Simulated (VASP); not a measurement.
Here is a VASP 6.6.1 calculation.

File INCAR:

```
SYSTEM = Pd
PREC = Accurate
ENCUT = 520
EDIFF = 1E-6
ISMEAR = 0
SIGMA = 0.1
LREAL = .FALSE.
LASPH = .TRUE.
NELM = 80
ALGO = Normal
ISIF = 2
LWAVE = .FALSE.
LCHARG = .FALSE.
GGA = PE
NBANDS = 11
```

The input KPOINTS:

```
regular mesh
0
G
  10 10 10
  0 0 0
```

POSCAR

```
Pd
1.0
    0.0000000000      1.9657735307      1.9657735307
    1.9657735307      0.0000000000      1.9657735307
    1.9657735307      1.9657735307      0.0000000000
Pd
1
Direct
    0.0000000000      0.0000000000      0.0000000000
```

Potentials or basis: VASP PAW PBE potentials, release 64 (Pd).

Launch:

```console
$ cat potpaw_PBE.64/Pd/POTCAR > POTCAR
$ mpirun -np 1 vasp_std > vasp.out
```

Question: Predict the pressure.

Answer: 1.0 GPa.

Question: Estimate the band gap on the k mesh.

Answer: Zero (band 5 reaches 9.57 eV, above the bottom of band 6 at 8.07 eV).
